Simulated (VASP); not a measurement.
**Tl: single point with PBE**

The system is Tl.

```
CELL_PARAMETERS angstrom
3.45600 0.05184 0.05184
-1.68310 2.96706 0.01897
0.08288 0.08288 5.52500
ATOMIC_POSITIONS crystal
Tl 0.33333 0.66667 0.25000
Tl 0.66667 0.33333 0.75000
```

This cell differs from its parent crystal: equal xy, yz and zx shear strains of +3 %.

* Program: VASP 6.6.1
* Task: single point
* Functional: PBE
* Potentials or basis: VASP PAW PBE potentials, release 64 (Tl_d)
* Cutoff: 520 eV
* k mesh: 11 × 11 × 6
* Occupations: fermi-dirac, width 0.05 eV
* Spin: no spin polarisation

The pressure is 3.2 GPa. The largest force is 0.028 eV/Å. The band gap on the k mesh is zero (bands 13 and 14 overlap by 5.61 eV).

Forces in eV/Å, atoms in the order of the input:
```
Tl  -0.028 -0.001  0.004
Tl   0.028  0.001 -0.004
```

Stress tensor (GPa, compression positive):
```
 3.17 -0.27 -0.20
-0.27  3.08 -0.25
-0.20 -0.25  3.22
```

Levels at points of the mesh, in eV from the Fermi level:
```
           k point  band 10  band 11  band 12  band 13  band 14  band 15  band 16  band 17
(0.00, 0.00, 0.00)   -11.10   -10.05    -5.10    -2.84     7.77     8.19     9.75    10.23
(0.00, 0.00, 0.50)   -11.17    -8.61    -8.61     3.37     3.38     8.44     8.80     9.12
```

It took 2.2 min on 1 thread of Intel(R) Xeon(R) 6975P-C (Granite Rapids), with other jobs on the host, peak memory 0.43 GiB.

Caveat: the cell differs from its parent crystal (equal xy, yz and zx shear strains of +3 %); the cell stands under pressure; spin-orbit coupling is left out, which moves the levels of the heavy elements.
